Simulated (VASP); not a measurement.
Write the native input for VASP 6.6.1 that does the following.

| Quantity | Value |
| --- | --- |
| Task | single point |
| Functional | PBEsol |
| Dispersion | D4 |
| Potentials or basis | VASP PAW PBE potentials, release 64 (Te, Mo_sv) |
| Cutoff | 520 eV |
| k mesh | 3 × 6 × 1 |
| Occupations | fermi-dirac, width 0.05 eV |
| Spin | no spin polarisation |
| Dipole correction | no |
| Further INCAR settings | ALGO = Normal; EDIFF = 1e-07; NBANDS = 35 |

The structure of Te2Mo lies in POSCAR:

```
Te2Mo
1.0
    6.2426558436      0.0000000000     -0.0004217950
    0.0000000000      3.4146183674      0.0000000000
   -0.0865365597      0.0000000000     36.1684498176
Te Mo
4 2
Direct
    0.4310558710      0.7500000000      0.5409197495
    0.5689441290      0.2500000000      0.4590802505
    0.9199888200      0.2500000000      0.5567217776
    0.0800111800      0.7500000000      0.4432782224
    0.1817943369      0.2500000000      0.4975765186
    0.8182056631      0.7500000000      0.5024234814
```

One way to write it, as run:

INCAR

```
SYSTEM = Te2Mo
PREC = Accurate ; ENCUT = 520
EDIFF = 1E-7 ; ISMEAR = -1
SIGMA = 0.05 ; LREAL = .False.
LASPH = .True. ; NELM = 60
ALGO = Normal ; ISIF = 2
LWAVE = .False. ; LCHARG = .False.
GGA = PS ; IVDW = 13
NBANDS = 35
```

KPOINTS

```
Automatic mesh
0
Gamma
  3 6 1
  0 0 0
```

Potentials or basis: VASP PAW PBE potentials, release 64 (Te, Mo_sv).

The run is started by

```sh
$ cat potpaw_PBE.64/Te/POTCAR potpaw_PBE.64/Mo_sv/POTCAR > POTCAR
$ mpirun -np 1 vasp_std > vasp.out
```

It gave:

```
Largest force              : 0.028 eV/Å
Band gap on the k mesh     : zero (band 26 reaches -1.83 eV, above the bottom of band 27 at -2.16 eV)
Dispersion energy per atom : -0.223 eV
```

Caveat: the PAW data sets were made with another functional, which shifts forces and pressure a little; spin-orbit coupling is left out, which moves the levels of the heavy elements.

Run time: 8.3 min on 1 thread of AMD EPYC 9R14 (Zen 4) (shared host), peak memory 0.79 GiB.
